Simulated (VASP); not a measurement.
Here is a VASP 6.6.1 calculation.

Contents of INCAR:

```
SYSTEM = CoBi
ALGO = Normal
EDIFF = 1E-8
ENCUT = 520
GGA = PE
GGA_COMPAT = .False.
ISIF = 2
ISMEAR = -1
ISPIN = 2
LASPH = .True.
LCHARG = .False.
LEFG = .True.
LMAXMIX = 4
LORBIT = 11
LREAL = .False.
LWAVE = .False.
MAGMOM = 2 0
NBANDS = 23
NELM = 200
PREC = Accurate
SIGMA = 0.05
```

The input KPOINTS:

```
k-points
0
Gamma
  13 13 13
  0 0 0
```

POSCAR

```
CoBi
1.0
    0.0000000000      2.7139376789      2.6733305565
    2.7139376789      0.0000000000      2.6733305565
    2.7139376789      2.7139376789      0.0000000000
Co Bi
1 1
Direct
    0.0000000000      0.0000000000      0.0000000000
    0.5000000000      0.5000000000      0.5000000000
```

Potentials or basis: VASP PAW PBE potentials, release 64 (Co, Bi_d).

Launch:

```sh
$ cat potpaw_PBE.64/Co/POTCAR potpaw_PBE.64/Bi_d/POTCAR > POTCAR
$ mpirun -np 1 vasp_std > vasp.out
```

**Question.** What does it give for the net moment?

**Answer.** 0.54 μB per cell.

**Question.** Predict the pressure.

**Answer.** 0.0 GPa.

**Question.** Estimate the site moments.

**Answer.** Co +0.58; Bi -0.03 μB.

Electric field gradients, principal values (V/Å²):
```csv
atom,least,middle,greatest (by size)
1 Co,1.561,1.566,-3.127
2 Bi,27.479,27.483,-54.962
```

Caveat: without QUAD_EFG the Cq values of the log hold for a quadrupole moment of 1 mb, not for the nuclei.
